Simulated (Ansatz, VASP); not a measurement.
# One calculation of Ti, two programs

File POSCAR:

```
Ti
1.0
    0.0000000000      2.1518000000      2.0300000000
    1.9082000000      0.0000000000      2.0300000000
    1.9082000000      2.1518000000      0.0000000000
Ti
1
Direct
    0.0000000000      0.0000000000      0.0000000000
```

INCAR.step1

```
SYSTEM = Ti
PREC = Accurate
ENCUT = 520
ISMEAR = 0
SIGMA = 0.15
LREAL = .False.
LASPH = .True.
NELM = 60
NBANDS = 12
GGA = PE
ALGO = Normal
EDIFF = 1E-4
LWAVE = .True.
LCHARG = .False.
```

Contents of INCAR.step2:

```
SYSTEM = Ti
PREC = Accurate
ENCUT = 520
EDIFF = 1E-7
ISMEAR = 0
SIGMA = 0.15
LREAL = .False.
LASPH = .True.
NELM = 60
ALGO = Normal
ISIF = 2
LWAVE = .False.
LCHARG = .False.
METAGGA = R2SCAN
LMIXTAU = .True.
NBANDS = 12
ISTART = 1
```

Contents of KPOINTS:

```
Automatic mesh
0
Gamma
  20 20 20
  0 0 0
```

Input for Ansatz:

```yaml
crystal:
  lattice:
    - [0.0, 2.1518, 2.03]
    - [1.9082, 0.0, 2.03]
    - [1.9082, 2.1518, 0.0]
  atoms:
    - { symbol: Ti, position: [0.0, 0.0, 0.0] }
basis:
  ecutwfc: 500
kpoints:
  mp_grid: { grid: [20, 20, 20] }
hamiltonian:
  xc: r2scan
scf:
  occupations: { method: gaussian, width: 0.15 }
output:
  forces: true
  stress: true
  eigenvalues: true
```

Change from the starting cell: strain -0.0600 x Voigt [1, -1, 0, 0, 0, 0], atoms carried along.

Alike in both runs: task single point; functional r2SCAN; k mesh 20 × 20 × 20; occupations gaussian, width 0.15 eV; no spin polarisation.

```csv
,VASP,Ansatz
version,VASP 6.6.1,Ansatz 0.2.0
potentials or method,"VASP PAW PBE potentials, release 64 (Ti_sv), cutoff 520 eV","scalar-relativistic, plane waves, PAW"
valence electrons in the cell,12,12
```

Ansatz gave:

- gap on the k mesh at the Fermi level (eV): none
- pressure (GPa): 4.6
- traceless stress, the component that is largest in VASP (GPa): 1.77

**Question.** Estimate VASP's values.

**Answer.** gap on the k mesh at the Fermi level (eV): none; pressure (GPa): 5.1; traceless stress, the component that is largest in VASP (GPa): 1.78.

VASP's potentials were made for PBE, not for r2SCAN. A gap of «none» marks a metal or a gap that the smearing closes. With one functional, cell and mesh, what is left measures potentials, basis and numerics.
